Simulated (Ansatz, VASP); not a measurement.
## MoH5 in VASP and in Ansatz

The input INCAR:

```
SYSTEM = MoH5
PREC     = Accurate       ! precision mode
ENCUT    = 600            ! plane-wave cutoff, eV
EDIFF    = 1E-6           ! SCF threshold, eV
ISMEAR   = 0              ! smearing method
SIGMA    = 0.1            ! smearing width, eV
LREAL    = .False.        ! projectors in reciprocal space
LASPH    = .True.         ! aspherical terms in the spheres
NELM     = 80             ! most SCF steps
ALGO     = Normal         ! electronic algorithm
ISIF     = 3              ! what is computed and relaxed
LWAVE    = .False.        ! write WAVECAR
LCHARG   = .False.        ! write CHGCAR
GGA      = PE             ! functional
IBRION   = 2              ! ionic algorithm
NSW      = 100            ! ionic steps
EDIFFG   = -0.01          ! ionic threshold
```

Contents of KPOINTS:

```
Automatic mesh
0
Gamma
  14 14 8
  0 0 0
```

File POSCAR:

```
MoH5
1.0
    2.7004329720      0.0000000000      0.0000000000
    0.0000000000      2.7004329720      0.0000000000
    0.0000000000      0.0000000000      4.8258051765
H Mo
5 1
Direct
    0.5000000000      0.5000000000      0.4118159802
    0.5000000000      0.5000000000      0.5881840198
    0.0000000000      0.0000000000      0.3026622986
    0.0000000000      0.0000000000      0.6973377014
    0.0000000000      0.0000000000      0.5000000000
    0.5000000000      0.5000000000      0.0000000000
```

Input for Ansatz:

```yaml
crystal:
  lattice:
    - [2.700432972, 0.0, 0.0]
    - [0.0, 2.700432972, 0.0]
    - [0.0, 0.0, 4.8258051765]
  atoms:
    - { symbol: H, position: [0.5, 0.5, 0.4118159802] }
    - { symbol: H, position: [0.5, 0.5, 0.5881840198] }
    - { symbol: H, position: [0.0, 0.0, 0.3026622986] }
    - { symbol: H, position: [0.0, 0.0, 0.6973377014] }
    - { symbol: H, position: [0.0, 0.0, 0.5] }
    - { symbol: Mo, position: [0.5, 0.5, 0.0] }
basis:
  ecutwfc: 420
kpoints:
  mp_grid: { grid: [14, 14, 8] }
hamiltonian:
  xc: pbe
scf:
  occupations: { method: gaussian, width: 0.1 }
output:
  forces: true
  stress: true
  eigenvalues: true
  write_density: true
  write_potential: true
  elf: true
  volumetric_format: npy
relax:
  adjacent_minimum: "off"
  f_tol: 0.01
  max_steps: 80
  cell: { stress_tol: 0.05 }
```

Change from the starting cell: species swapped into the Hf5Pb type (P4/mmm, No. 123).

Alike in both runs: task relaxation of cell and atoms; functional PBE; k mesh 14 × 14 × 8; occupations gaussian, width 0.1 eV; no spin polarisation.

|  | VASP | Ansatz |
| --- | --- | --- |
| version | VASP 6.6.1 | Ansatz 0.2.0 |
| potentials or method | VASP PAW PBE potentials, release 64 (H, Mo_sv), cutoff 600 eV | scalar-relativistic, plane waves, PAW |
| valence electrons in the cell | 19 | 19 |

Ansatz gave:

| Item | Value |
| --- | --- |
| gap on the k mesh at the Fermi level, each at its own relaxed structure (eV) | none |
| relaxed volume (Å³/atom) | 5.89 |
| relaxed cell length with the largest relative difference (Å) | 2.718 |

Q: What did VASP give for the same quantities?

A: gap on the k mesh at the Fermi level, each at its own relaxed structure (eV): none; relaxed volume (Å³/atom): 5.89; relaxed cell length with the largest relative difference (Å): 2.719.

A gap of «none» marks a metal or a gap that the smearing closes.
